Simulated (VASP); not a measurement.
Runs of VASP 6.6.1 on WSe3. The structure is that of space group Pm-3m (No. 221), or close to it. The cells are those of the table. 

```tsv
task	cell	k mesh	cutoff (eV)	smearing	gap on the mesh (eV)	pressure (GPa)
single point	a = 4.889 Å, 4 atoms	10 × 10 × 10	520	gaussian 0.1 eV	none	0.2
single point	a = 4.582 Å, 4 atoms	10 × 10 × 10	520	fermi-dirac 0.15 eV	none	25.4
single point	a = 4.887 Å, 4 atoms	4 × 4 × 4	520	gaussian 0.1 eV	none	0.2
relaxation of cell and atoms	relaxed from a = 5.176 Å, 4 atoms	4 × 4 × 4	600	gaussian 0.1 eV	none	-0.1
single point	a = 4.761 Å, 4 atoms	10 × 10 × 10	520	fermi-dirac 0.15 eV	none	8.3
single point	a = 4.891 Å, 4 atoms	10 × 10 × 10	520	fermi-dirac 0.15 eV	none	0.2
single point	a = 4.859 Å, 4 atoms	10 × 10 × 10	520	fermi-dirac 0.15 eV	none	(a)
single point	a = 4.924 Å, 4 atoms	10 × 10 × 10	520	fermi-dirac 0.15 eV	none	-1.4
```

Alike in all rows: level PBEsol; potentials or basis VASP PAW PBE potentials, release 64 (W_sv, Se); no spin polarisation.

**Question.** Estimate the missing entries.

**Answer.** (a) 1.9.

Caveats: the PAW data sets were made with another functional, which shifts forces and pressure a little; spin-orbit coupling is left out, which moves the levels of the heavy elements.

A k mesh can miss the band edges, and the runs leave out spin-orbit coupling on Se, W.

A gap of «none» marks levels without a gap at the run's occupations.
